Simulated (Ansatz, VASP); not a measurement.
# CoSi in VASP and in Ansatz

```xyz
8
Lattice="4.4747 0.0000 0.0000 0.0000 4.4747 0.0000 0.0000 0.0000 4.4747" Properties=species:S:1:pos:R:3 pbc="T T T"
Co    0.6426    0.6426    0.6426
Co    1.5947    3.8321    2.8800
Co    2.8800    1.5947    3.8321
Co    3.8321    2.8800    1.5947
Si    3.7712    3.7712    3.7712
Si    2.9409    0.7035    1.5339
Si    1.5339    2.9409    0.7035
Si    0.7035    1.5339    2.9409
```

Alike in both runs: functional PBE; k mesh 8 × 8 × 8; occupations gaussian, width 0.1 eV; no spin polarisation.

Ansatz relaxed the structure, and its values are those at the end. VASP's run is a single point on that final structure, the one shown.

|  | VASP | Ansatz |
| --- | --- | --- |
| version | VASP 6.6.1 | Ansatz 0.2.0 |
| potentials or method | VASP PAW PBE potentials, release 64 (Co, Si), cutoff 520 eV | scalar-relativistic, plane waves, PAW |
| valence electrons in the cell | 52 | 84 |

VASP gave:

| Item | Value |
| --- | --- |
| gap on the k mesh at the Fermi level (eV) | none |
| pressure (GPa) | -6.1 |
| rms of the force components (eV/Å) | 0.004 |

Question: Which values does Ansatz return?

Answer: gap on the k mesh at the Fermi level (eV): none; pressure (GPa): -6.0; rms of the force components (eV/Å): 0.004.

A gap of «none» marks a metal or a gap that the smearing closes. VASP's potentials hold 52 valence electrons a cell and Ansatz's 84, so a difference there can come from the potentials and not from the codes. Ansatz's warnings: stress scf threshold loose.
